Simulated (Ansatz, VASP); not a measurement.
# Mg: VASP beside Ansatz

```xyz
12
Lattice="3.7610 2.1714 7.4446 -3.7610 2.1714 7.4446 0.0000 -4.3429 7.4446" Properties=species:S:1:pos:R:3 pbc="T T T"
Mg   -1.5139    0.8741    5.1316
Mg    0.0000   -1.7481    5.1316
Mg    1.5139    0.8741    5.1316
Mg    1.5139   -0.8741   17.2022
Mg   -1.5139   -0.8741   17.2022
Mg    0.0000    1.7481   17.2022
Mg   -1.4966    0.8641    8.2213
Mg    0.0000   -1.7281    8.2213
Mg    1.4966    0.8641    8.2213
Mg    1.4966   -0.8641   14.1124
Mg   -1.4966   -0.8641   14.1124
Mg    0.0000    1.7281   14.1124
```

Alike in both runs: functional PBEsol; k mesh 3 × 3 × 3; occupations gaussian, width 0.1 eV; no spin polarisation.

Ansatz relaxed the structure, and its values are those at the end. VASP's run is a single point on that final structure, the one shown.

```csv
,VASP,Ansatz
version,VASP 6.6.1,Ansatz 0.2.0
potentials or method,"VASP PAW PBE potentials, release 64 (Mg), cutoff 520 eV","scalar-relativistic, plane waves, PAW"
valence electrons in the cell,24,120
```

|  | VASP | Ansatz | Ansatz less VASP |
| --- | --- | --- | --- |
| gap on the k mesh at the Fermi level (eV) | none | none | - |
| pressure (GPa) | 0.2 | 0.2 | +0.01 |
| rms of the force components (eV/Å) | 0.010 | 0.010 | +0.0001 |

VASP's potentials were made for PBE, not for PBEsol. A gap of «none» marks a metal or a gap that the smearing closes. VASP's potentials hold 24 valence electrons a cell and Ansatz's 120, so a difference there can come from the potentials and not from the codes.
